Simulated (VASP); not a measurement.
Wanted: the native input for a VASP 6.6.1 run.

```yaml
Task: single point
Functional: PBE
Potentials_or_basis: VASP PAW PBE potentials, release 64 (Os, Sb)
Cutoff: 520 eV
k_mesh: 12 × 12 × 12
Occupations: fermi-dirac, width 0.05 eV
Spin: no spin polarisation
Dipole_correction: no
Further_INCAR_settings: ALGO = Normal; EDIFF = 1e-07; NBANDS = 14
```

The structure of SbOs (CsCl type) lies in POSCAR:

```
SbOs
1.0
    3.1061737842      0.0000000000      0.0000000000
    0.0000000000      3.1061737842      0.0000000000
    0.0000000000      0.0000000000      3.1061737842
Os Sb
1 1
Direct
    0.0000000000      0.0000000000      0.0000000000
    0.5000000000      0.5000000000      0.5000000000
```

This cell differs from its parent crystal: volume scaled by 0.84.

These files were run (other wordings do the same):

INCAR

```
ALGO = Normal ; EDIFF = 1E-7
ENCUT = 520 ; GGA = PE
ISIF = 2 ; ISMEAR = -1
LASPH = T ; LCHARG = F
LREAL = F ; LWAVE = F
NBANDS = 14 ; NELM = 60
PREC = Accurate ; SIGMA = 0.05
```

KPOINTS

```
k-points
0
Gamma
  12 12 12
```

Potentials or basis: VASP PAW PBE potentials, release 64 (Os, Sb).

Launch:

```console
$ cat potpaw_PBE.64/Os/POTCAR potpaw_PBE.64/Sb/POTCAR > POTCAR
$ mpirun -np 1 vasp_std > vasp.out
```

Results of the run:

```
Pressure : 49.7 GPa
```

Wall time 9.9 s on 1 thread of Intel(R) Xeon(R) 6975P-C (Granite Rapids), with other jobs on the host, peak memory 0.16 GiB.
